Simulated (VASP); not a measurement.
A run of VASP 6.6.1:

INCAR

```
ALGO = Normal
EDIFF = 1E-6
EDIFFG = -0.005
ENCUT = 600
GGA = PE
IBRION = 2
ISIF = 3
ISMEAR = -1
IVDW = 13
LASPH = True
LCHARG = False
LREAL = False
LWAVE = False
NELM = 60
NSW = 80
PREC = Accurate
SIGMA = 0.02
```

KPOINTS

```
k-points
0
Gamma
  12 12 2
```

The input POSCAR:

```
WSe2
1.0
    3.2790274352      0.0000000000      0.0000000000
   -1.6395137176      2.8397210586      0.0000000000
    0.0000000000      0.0000000000     12.7886107767
W Se
2 4
Direct
    0.3333333333      0.6666666667      0.2500000000
    0.6666666667      0.3333333333      0.7500000000
    0.3333333333      0.6666666667      0.6182912129
    0.6666666667      0.3333333333      0.1182912129
    0.3333333333      0.6666666667      0.8817087871
    0.6666666667      0.3333333333      0.3817087871
```

Potentials or basis: VASP PAW PBE potentials, release 64 (W_sv, Se).

Run with:

```console
$ cat potpaw_PBE.64/W_sv/POTCAR potpaw_PBE.64/Se/POTCAR > POTCAR
$ mpirun -np 1 vasp_std > vasp.out
```

Hardware: 1 thread of Intel(R) Xeon(R) Platinum 8488C (Sapphire Rapids), on a shared host.

Question: Estimate the wall time of this run.

Answer: Wall time 12 min on 1 thread of Intel(R) Xeon(R) Platinum 8488C (Sapphire Rapids), with other jobs on the host, peak memory 0.4 GiB. Counts: scf iterations 81, k points 38, ion steps 13.
